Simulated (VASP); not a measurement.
Wanted: the native input for a VASP 6.6.1 run.

```
Task                   : single point
Functional             : r2SCAN
Potentials or basis    : VASP PAW PBE potentials, release 64 (Mg)
Cutoff                 : 660 eV
k mesh                 : 5 × 5 × 5
Occupations            : fermi-dirac, width 0.1 eV
Spin                   : no spin polarisation
Dipole correction      : no
Further INCAR settings : ALGO = Normal; EDIFF = 1e-06; NBANDS = 9
```

Mg:

```
CELL_PARAMETERS angstrom
0.00000 3.43705 3.43705
3.43705 0.00000 3.43705
3.43705 3.43705 0.00000
ATOMIC_POSITIONS crystal
Mg 0.00000 0.00000 0.00000
Mg 0.25000 0.25000 0.25000
```

The input as run:

POSCAR

```
Mg
1.0
    0.0000000000      3.4370481108      3.4370481108
    3.4370481108      0.0000000000      3.4370481108
    3.4370481108      3.4370481108      0.0000000000
Mg
2
Direct
    0.0000000000      0.0000000000      0.0000000000
    0.2500000000      0.2500000000      0.2500000000
```

INCAR.step1

```
ALGO = Normal ; EDIFF = 1E-5
ENCUT = 660 ; GGA = PE
GGA_COMPAT = F ; ISMEAR = -1
LASPH = T ; LCHARG = F
LREAL = F ; LWAVE = T
NBANDS = 9 ; NELM = 120
PREC = Accurate ; SIGMA = 0.1
```

INCAR.step2

```
ALGO = Normal ; EDIFF = 1E-6
ENCUT = 660 ; GGA_COMPAT = F
ISIF = 2 ; ISMEAR = -1
ISTART = 1 ; LASPH = T
LCHARG = F ; LMIXTAU = T
LREAL = F ; LWAVE = F
METAGGA = R2SCAN ; NBANDS = 9
NELM = 120 ; PREC = Accurate
SIGMA = 0.1
```

KPOINTS

```
k-points
0
Gamma
  5 5 5
```

Potentials or basis: VASP PAW PBE potentials, release 64 (Mg).

Command:

```console
$ cat potpaw_PBE.64/Mg/POTCAR > POTCAR
$ cp INCAR.step1 INCAR
$ mpirun -np 1 vasp_std > vasp.out
$ cp INCAR.step2 INCAR
$ mpirun -np 1 vasp_std > vasp.out
```

It gave:

The pressure is -0.2 GPa. The band gap on the k mesh is zero (band 2 reaches 3.44 eV, above the bottom of band 3 at -0.16 eV).

Caveat: the PAW data sets were made with another functional, which shifts forces and pressure a little.

It took 25 s on 1 thread of Intel(R) Xeon(R) 6975P-C (Granite Rapids), with other jobs on the host, peak memory 0.27 GiB.
